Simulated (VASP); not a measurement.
Crystal: Os.

```xyz
1
Lattice="-1.5907 1.5907 1.5907 1.5907 -1.5907 1.5907 1.5907 1.5907 -1.5907" Properties=species:S:1:pos:R:3 pbc="T T T"
Os    0.0000    0.0000    0.0000
```

This cell differs from its parent crystal: volume scaled by 1.04.

Base run:

| Quantity | Value |
| --- | --- |
| Program | VASP 6.6.1 |
| Functional | BLYP |
| Potentials or basis | VASP PAW PBE potentials, release 64 (Os_sv_GW) |
| Cutoff | 500 eV |
| k mesh | 16 × 16 × 16 |
| Occupations | fermi-dirac, width 0.1 eV |
| Spin | no spin polarisation |

Its results: band gap on the k mesh zero (band 8 reaches 14.10 eV, above the bottom of band 9 at 10.38 eV); pressure -11.8 GPa.

The run is repeated on the same cell with these changes: potentials or basis from VASP PAW PBE potentials, release 64 (Os_sv_GW) to VASP PAW PBE potentials, release 64 (Os); cutoff from 500 eV to 520 eV; further incar settings from ALGO = Normal; EDIFF = 1e-06; NBANDS = 14 to ALGO = Normal; EDIFF = 1e-06; NBANDS = 10; valence electrons from 16 to 8. What comes out?

Band gap on the k mesh zero (band 4 reaches 10.30 eV, above the bottom of band 5 at 6.61 eV); pressure -8.7 GPa.

Caveats: the PAW data sets were made with another functional, which shifts forces and pressure a little; spin-orbit coupling is left out, which moves the levels of the heavy elements.
